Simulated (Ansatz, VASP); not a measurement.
LiNbO3 in VASP and in Ansatz

INCAR

```
SYSTEM = LiNbO3
  ALGO = Normal
  EDIFF = 1E-6
  ENCUT = 520
  GGA = PE
  ISIF = 2
  ISMEAR = -1
  LASPH = .True.
  LCHARG = .False.
  LREAL = .False.
  LWAVE = .False.
  NBANDS = 25
  NELM = 80
  PREC = Accurate
  SIGMA = 0.02
```

KPOINTS

```
k-points
0
Gamma
  6 6 6
  0 0 0
```

File POSCAR:

```
LiNbO3
1.0
    4.0314975613      0.0000000000      0.0000000000
    0.0000000000      4.0314975613      0.0000000000
    0.0000000000      0.0000000000      4.0314975613
Li Nb O
1 1 3
Direct
    0.0000000000      0.0000000000      0.0000000000
    0.5000000000      0.5000000000      0.5000000000
    0.5000000000      0.5000000000      0.0000000000
    0.5000000000      0.0000000000      0.5000000000
    0.0000000000      0.5000000000      0.5000000000
```

Input for Ansatz:

```yaml
crystal:
  lattice:
    - [4.0314975613, 0.0, 0.0]
    - [0.0, 4.0314975613, 0.0]
    - [0.0, 0.0, 4.0314975613]
  atoms:
    - { symbol: Li, position: [0.0, 0.0, 0.0] }
    - { symbol: Nb, position: [0.5, 0.5, 0.5] }
    - { symbol: O, position: [0.5, 0.5, 0.0] }
    - { symbol: O, position: [0.5, 0.0, 0.5] }
    - { symbol: O, position: [0.0, 0.5, 0.5] }
kpoints:
  mp_grid: { grid: [6, 6, 6] }
  band_path:
    path: [[0.0, 0.0, 0.0], [0.0, 0.5, 0.0], [0.5, 0.5, 0.0], [0.5, 0.5, 0.5]]
    npoints: 1
hamiltonian:
  xc: pbe
scf:
  occupations: { method: fermi_dirac, width: 0.02 }
  n_extra_bands: 5
output:
  forces: true
  stress: true
  eigenvalues: true
```

Change from the starting cell: hydrostatic strain +2.5%.

Alike in both runs: task single point; functional PBE; k mesh 6 × 6 × 6; occupations fermi-dirac, width 0.02 eV; no spin polarisation.

|  | VASP | Ansatz |
| --- | --- | --- |
| version | VASP 6.6.1 | Ansatz 0.2.0 |
| potentials or method | VASP PAW PBE potentials, release 64 (Li_sv, Nb_sv, O) | plane waves, PAW |
| plane-wave cutoff (eV) | 520 | 420 |
| valence electrons in the cell | 34 | 34 |

|  | VASP | Ansatz | Ansatz less VASP |
| --- | --- | --- | --- |
| gap on the k mesh at the Fermi level (eV) | 1.55 | 1.57 | +0.018 |

Noted on VASP's run: the cutoff is under 1.25 times that of the potentials, so the pressure is a little rough.
